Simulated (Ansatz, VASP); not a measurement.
Two plane-wave programs on Rh

```
Rh
1.0
    -1.55412    1.55412    1.55412
     1.55412   -1.55412    1.55412
     1.55412    1.55412   -1.55412
Rh
1
Direct
  0.00000 0.00000 0.00000
```

Alike in both runs: task single point; functional PBE; k mesh 10 × 10 × 10; occupations gaussian, width 0.05 eV; no spin polarisation.

|  | VASP | Ansatz |
| --- | --- | --- |
| version | VASP 6.6.1 | Ansatz 0.2.0 |
| potentials or method | VASP PAW PBE potentials, release 64 (Rh_pv), cutoff 500 eV | scalar-relativistic, plane waves, PAW |
| valence electrons in the cell | 15 | 17 |

Ansatz gave:

* pressure (GPa): -7.9

Estimate VASP's values.

pressure (GPa): -7.8.

VASP's potentials hold 15 valence electrons a cell and Ansatz's 17, so a difference there can come from the potentials and not from the codes.
